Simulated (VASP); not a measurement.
# CoO (Fm-3m) in VASP: notebook, part 2 of 2

VASP 6.6.1.

### 3 Single point, PBE (volume scaled by 0.980)

File INCAR:

```
SYSTEM = CoO
ALGO = Normal
EDIFF = 1E-7
ENCUT = 520
GGA = PE
ISIF = 2
ISMEAR = 0
LASPH = .TRUE.
LCHARG = .TRUE.
LELF = .TRUE.
LREAL = .FALSE.
LVHAR = .TRUE.
LWAVE = .FALSE.
NBANDS = 14
NELM = 100
PREC = Accurate
SIGMA = 0.05
```

File KPOINTS:

```
k-points
0
G
  14 14 14
  0 0 0
```

File POSCAR:

```
CoO
1.0
    0.0000000000      2.0371302701      2.0371302701
    2.0371302701      0.0000000000      2.0371302701
    2.0371302701      2.0371302701      0.0000000000
Co O
1 1
Direct
    0.0000000000      0.0000000000      0.0000000000
    0.5000000000      0.5000000000      0.5000000000
```

Potentials or basis: VASP PAW PBE potentials, release 64 (Co, O).

Started as:

```console
$ cat potpaw_PBE.64/Co/POTCAR potpaw_PBE.64/O/POTCAR > POTCAR
$ mpirun -np 1 vasp_std > vasp.out
```

OUTCAR:

```text
SYSTEM = CoO
   EDIFF = 1E-7
   ENCUT = 520
   GGA = PE
   ISIF = 2
   ISMEAR = 0
   LASPH = .TRUE.
   LREAL = .FALSE.
   NELM = 100
   PREC = Accurate

 ion  position               nearest neighbor table
   1  0.000  0.000  0.000-   2 2.04   2 2.04   2 2.04   2 2.04   2 2.04   2 2.04
   2  0.500  0.500  0.500-   1 2.04   1 2.04   1 2.04   1 2.04   1 2.04   1 2.04

  LATTYP: Found a face centered cubic cell.
 ALAT       =     4.0742605402

  Lattice vectors:

 A1 = (   0.0000000000,   2.0371302701,   2.0371302701)
 A2 = (   2.0371302701,   0.0000000000,   2.0371302701)
 A3 = (   2.0371302701,   2.0371302701,   0.0000000000)

Analysis of symmetry for initial positions (statically):
=====================================================================
 Subroutine PRICEL returns:
 Original cell was already a primitive cell.

 Routine SETGRP: Setting up the symmetry group for a
 face centered cubic supercell.

 Subroutine GETGRP returns: Found 48 space group operations
[... 9 lines left out ...]

 Routine SETGRP: Setting up the symmetry group for a
 face centered cubic supercell.

 Subroutine GETGRP returns: Found 48 space group operations
[... 11 lines left out ...]
                                     Primitive cell
[... 154 lines left out ...]
      6       7.9892      2.00000
      7       7.9892      2.00000
      8       8.4711      2.00000
      9       8.4711      2.00000
     10      11.8051      0.00000
     11      27.1862      0.00000
     12      29.4841      0.00000
     13      29.4841      0.00000
     14      29.4841      0.00000
[... 377 lines left out ...]
      1     -11.0570      2.00000
      2       2.5584      2.00000
      3       4.3254      2.00000
      4       4.5914      2.00000
      5       7.8780      2.00000
      6       8.8279      2.00000
      7       9.0620      2.00000
      8       9.5568      2.00000
      9      10.3586      0.00000
     10      15.2337      0.00000
     11      22.8645      0.00000
     12      25.2665      0.00000
     13      26.9235      0.00000
     14      29.3719      0.00000

 [... further k-points ...]

------------------------ aborting loop because EDIFF is reached ----------------------------------------

  FORCE on cell =-STRESS in cart. coord.  units (eV):
  Direction    XX          YY          ZZ          XY          YZ          ZX
  --------------------------------------------------------------------------------------
  -------------------------------------------------------------------------------------
  Total        0.5143455      0.5143455      0.5143455      0.0000000     -0.0000000      0.0000000
  in kB       48.7392863     48.7392863     48.7392863      0.0000000     -0.0000000      0.0000000
  external PRESSURE =      48.7392863 kB  Pullay stress =       0.0000000 kB

 VOLUME and BASIS-vectors are now :
 -----------------------------------------------------------------------------
  energy-cutoff  :      520.00
  volume of cell :       16.91
      direct lattice vectors                 reciprocal lattice vectors
     0.000000000  2.037130270  2.037130270    -0.245443312  0.245443312  0.245443312
     2.037130270  0.000000000  2.037130270     0.245443312 -0.245443312  0.245443312
     2.037130270  2.037130270  0.000000000     0.245443312  0.245443312 -0.245443312

 POSITION                                       TOTAL-FORCE (eV/Angst)
 -----------------------------------------------------------------------------------
      0.00000      0.00000      0.00000         0.000000      0.000000      0.000000
      2.03713      2.03713      2.03713        -0.000000     -0.000000     -0.000000
 -----------------------------------------------------------------------------------
    total drift:                                0.000000     -0.000000     -0.000000

  FREE ENERGIE OF THE ION-ELECTRON SYSTEM (eV)
  ---------------------------------------------------
  free  energy   TOTEN  =       -12.7124944393 eV

  energy  without entropy=      -12.7100656787  energy(sigma->0) =      -12.71128006
```

OSZICAR:

```text
N       E                     dE             d eps       ncg     rms          rms(c)
DAV:   1     0.770644366513E+02    0.77064E+02   -0.70795E+03  2992   0.127E+03
DAV:   2    -0.105483205824E+02   -0.87613E+02   -0.77522E+02  3290   0.261E+02
DAV:   3    -0.146501810515E+02   -0.41019E+01   -0.39963E+01  3194   0.633E+01
DAV:   4    -0.146982145940E+02   -0.48034E-01   -0.47980E-01  3382   0.650E+00
DAV:   5    -0.146995811628E+02   -0.13666E-02   -0.13665E-02  3394   0.114E+00    0.140E+01
DAV:   6    -0.138583176742E+02    0.84126E+00   -0.12630E+01  2996   0.633E+01    0.126E+01
DAV:   7    -0.127502156549E+02    0.11081E+01   -0.58786E+00  2942   0.496E+01    0.563E+00
DAV:   8    -0.127140037821E+02    0.36212E-01   -0.34111E-01  3288   0.981E+00    0.151E+00
DAV:   9    -0.127131244595E+02    0.87932E-03   -0.24018E-02  3634   0.217E+00    0.207E-01
DAV:  10    -0.127125774719E+02    0.54699E-03   -0.40975E-03  3392   0.128E+00    0.992E-02
DAV:  11    -0.127124933530E+02    0.84119E-04   -0.48007E-04  4194   0.365E-01    0.123E-02
DAV:  12    -0.127124953608E+02   -0.20079E-05   -0.23449E-05  3420   0.666E-02    0.104E-02
DAV:  13    -0.127124945007E+02    0.86011E-06   -0.39796E-06  4138   0.373E-02    0.111E-03
DAV:  14    -0.127124944393E+02    0.61394E-07   -0.20422E-07  3048   0.469E-03
   1 F= -.12712494E+02 E0= -.12711280E+02  d E =-.242876E-02
```

stdout:

```text
POSCAR found type information on POSCAR CoO
 POSCAR found :  2 types and       2 ions
 scaLAPACK will be used
 LDA part: xc-table for (Slater+PW92), standard interpolation
 POSCAR, INCAR and KPOINTS ok, starting setup
 FFT: planning ... GRIDC
 FFT: planning ... GRID_SOFT
 FFT: planning ... GRID
 WAVECAR not read
 entering main loop
```

Wall time 14 s (1 thread of Intel Xeon Platinum 8488C (Sapphire Rapids), shared host); peak memory 0.15 GiB.

Results:

```yaml
Free_energy: -12.7125 eV
Pressure: 4.9 GPa
```

Caveat: the cell differs from its parent crystal (volume scaled by 0.980); an odd number of electrons without spin polarisation forces a metal; a magnetic or distorted state may lie lower; the run has no spin polarisation, though such a crystal can be magnetic; semilocal functionals often make such compounds metallic where correlation or magnetic order opens a gap, which also shifts bond lengths.

### 4 Single point, PBE

This run uses another cell than the first one, of 8.72 Å³/atom, 1.052 times its volume.

File INCAR:

```
PREC     = Accurate       # precision mode
ENCUT    = 520            # plane-wave cutoff, eV
EDIFF    = 1E-7           # SCF threshold, eV
ISMEAR   = 0              # smearing method
SIGMA    = 0.05           # smearing width, eV
LREAL    = False          # projectors in reciprocal space
LASPH    = True           # aspherical terms in the spheres
NELM     = 80             # most SCF steps
ALGO     = Normal         # electronic algorithm
ISIF     = 2              # what is computed and relaxed
LWAVE    = False          # write WAVECAR
LCHARG   = False          # write CHGCAR
GGA      = PE             # functional
NBANDS   = 14             # bands
```

File KPOINTS:

```
Automatic mesh
0
Gamma
  14 14 14
```

File POSCAR:

```
CoO
1.0
    0.0000000000      2.0579406233      2.0579406233
    2.0579406233      0.0000000000      2.0579406233
    2.0579406233      2.0579406233      0.0000000000
Co O
1 1
Direct
    0.0000000000      0.0000000000      0.0000000000
    0.5000000000      0.5000000000      0.5000000000
```

Started as:

```console
$ cat potpaw_PBE.64/Co/POTCAR potpaw_PBE.64/O/POTCAR > POTCAR
$ mpirun -np 1 vasp_std > vasp.out
```

It took 15 s on 1 thread of Intel Xeon Platinum 8488C (Sapphire Rapids), shared host; peak memory 0.15 GiB.

Results (log left out):

```
Free energy : -12.7173 eV
Pressure    : -2.2 GPa
```

Levels at points of the mesh, in eV from the Fermi level:
| k point | band 6 | band 7 | band 8 | band 9 | band 10 | band 11 |
| --- | --- | --- | --- | --- | --- | --- |
| (0.00, 0.00, 0.00) | -1.69 | -1.69 | -1.24 | -1.24 | 1.84 | 17.32 |
| (0.50, 0.00, 0.00) | -0.62 | -0.28 | 1.77 | 1.77 | 5.54 | 10.58 |
| (0.50, 0.50, 0.00) | -0.73 | -0.28 | -0.28 | -0.09 | 7.20 | 10.53 |

Caveat: an odd number of electrons without spin polarisation forces a metal; a magnetic or distorted state may lie lower; the run has no spin polarisation, though such a crystal can be magnetic; semilocal functionals often make such compounds metallic where correlation or magnetic order opens a gap, which also shifts bond lengths. With open d or f shells a metallic result of PBE can be an artefact of self-interaction; +U or a hybrid may open a gap.

### 5 Single point, PBE (volume scaled by 1.020)

File INCAR:

```
SYSTEM = CoO
PREC = Accurate
ENCUT = 520
EDIFF = 1E-6
ISMEAR = 0
SIGMA = 0.05
LREAL = .FALSE.
LASPH = .TRUE.
NELM = 80
ALGO = Normal
ISIF = 2
LWAVE = .FALSE.
LCHARG = .TRUE.
GGA = PE
LELF = .TRUE.
LVHAR = .TRUE.
NBANDS = 14
```

File KPOINTS:

```
regular mesh
0
G
  14 14 14
  0 0 0
```

File POSCAR:

```
CoO
1.0
    0.0000000000      2.0644775639      2.0644775639
    2.0644775639      0.0000000000      2.0644775639
    2.0644775639      2.0644775639      0.0000000000
Co O
1 1
Direct
    0.0000000000      0.0000000000      0.0000000000
    0.5000000000      0.5000000000      0.5000000000
```

Started as:

```console
$ cat potpaw_PBE.64/Co/POTCAR potpaw_PBE.64/O/POTCAR > POTCAR
$ mpirun -np 1 vasp_std > vasp.out
```

Wall time 15 s (1 thread of Intel Xeon Platinum 8488C (Sapphire Rapids), shared host); peak memory 0.15 GiB.

Results (log left out):

| Property | Result |
| --- | --- |
| Free energy | -12.7141 eV |
| Pressure | -4.1 GPa |

Levels at points of the mesh, in eV from the Fermi level:
```csv
k point,band 4,band 5,band 6,band 7,band 8,band 9,band 10,band 11,band 12,band 13
"(0.00, 0.00, 0.00)",-3.75,-1.66,-1.66,-1.66,-1.21,-1.21,1.79,17.30,19.38,19.38
"(0.50, 0.00, 0.00)",-6.04,-0.61,-0.61,-0.28,1.75,1.75,5.52,10.49,14.52,14.52
"(0.50, 0.50, 0.00)",-5.01,-2.91,-0.72,-0.27,-0.27,-0.09,7.14,10.47,12.79,17.18
```

Caveat: the cell differs from its parent crystal (volume scaled by 1.020); an odd number of electrons without spin polarisation forces a metal; a magnetic or distorted state may lie lower; the run has no spin polarisation, though such a crystal can be magnetic; semilocal functionals often make such compounds metallic where correlation or magnetic order opens a gap, which also shifts bond lengths.

### 6 Overview

```tsv
cell	gap on the mesh (eV)	pressure (GPa)
a = 2.861 Å, angles 60.0°, 2 atoms	none	10.3
a = 2.881 Å, angles 60.0°, 2 atoms	none	4.9
a = 2.910 Å, angles 60.0°, 2 atoms	none	-2.2
a = 2.920 Å, angles 60.0°, 2 atoms	none	-4.1
```

Alike in all rows: task single point; level PBE; potentials or basis VASP PAW PBE potentials, release 64 (Co, O); no spin polarisation; k mesh 14 × 14 × 14; cutoff (eV) 520; smearing gaussian 0.05 eV.

Caveats: an odd number of electrons without spin polarisation forces a metal; a magnetic or distorted state may lie lower; the run has no spin polarisation, though such a crystal can be magnetic; semilocal functionals often make such compounds metallic where correlation or magnetic order opens a gap, which also shifts bond lengths.

Total energies depend on the potentials used, so only differences within one code and one set of settings carry meaning.
